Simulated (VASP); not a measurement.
Here is a VASP 6.6.1 calculation.

INCAR

```
SYSTEM = Si30C
PREC     = Accurate       ! precision mode
ENCUT    = 520            ! plane-wave cutoff, eV
EDIFF    = 1E-6           ! SCF threshold, eV
ISMEAR   = 0              ! smearing method
SIGMA    = 0.02           ! smearing width, eV
LREAL    = Auto         
LASPH    = .True.         ! aspherical terms in the spheres
NELM     = 100            ! most SCF steps
ALGO     = Normal         ! electronic algorithm
ISIF     = 2              ! what is computed and relaxed
LWAVE    = .False.        ! write WAVECAR
LCHARG   = .False.        ! write CHGCAR
GGA      = PE             ! functional
NBANDS   = 83             ! bands
```

File KPOINTS:

```
Automatic mesh
0
Gamma
  2 2 2
  0.5 0.5 0.5
```

File POSCAR:

```
Si30C
1.0
   -5.7769209609      3.3353068718      6.3650226989
    5.7769209609     -3.3353068718      6.3650226989
    3.8512806405      6.6706137437     -6.3650226989
C Si
1 30
Direct
    0.2189564324      0.0095613541      0.1935994507
    0.7390707431      0.5764974147      0.2484132832
    0.1158257683      0.4311652104      0.4891858431
    0.6109753684      0.9503163897      0.4974817262
    0.4880578541      0.3272337529      0.7473441668
    1.0026779221      0.8172586289      0.7726937813
    0.8746047009      0.1994103418      0.0056333069
    0.3337649127      0.7202676387      1.0088452812
    0.3219356856      0.4768027657      0.2496076523
    0.8297206304      0.9927770073      0.2478908415
    0.2001356151      0.8692759328      0.4980071441
    0.6836345877      0.3561749694      0.4909183488
    0.5700341932      0.7402310436      0.7520205662
    0.0760710552      0.2422867264      0.7534473533
    0.9720923429      0.6412737137      1.0030653265
    0.4460342270      0.1158790350      0.0049787202
    0.3931785726      0.2199717369      0.2411569778
    0.9299924788      0.7617978935      0.2466280476
    0.2997259149      0.6343725762      0.4984478845
    0.8055314147      0.1364240992      0.4998397300
    0.6882973977      0.5174862858      0.7572866184
    0.1757338942      0.0071968523      0.7521846473
    0.0531077399      0.3972422117      0.0020007258
    0.5464627571      0.8844784258      1.0044661916
    0.5012838396      0.6753495340      0.2465725898
    0.0471846234      0.1440868820      0.2351387488
    0.3613627081      0.0496068791      0.4563709964
    0.8852284597      0.5455070394      0.4994088911
    0.7628491723      0.9265254617      0.7527896001
    0.2603476612      0.4423095122      0.7602701651
    0.6360542371      0.2989432728      0.0009722470
```

Potentials or basis: VASP PAW PBE potentials, release 64 (C, Si).

The run is started by

```bash
$ cat potpaw_PBE.64/C/POTCAR potpaw_PBE.64/Si/POTCAR > POTCAR
$ mpirun -np 1 vasp_std > vasp.out
```

(1) Predict the largest force.

(2) Predict the pressure.

(3) What does it give for the band gap on the k mesh?

Results:

(1) 3.223 eV/Å.

(2) -5.4 GPa.

(3) 0.09 eV.
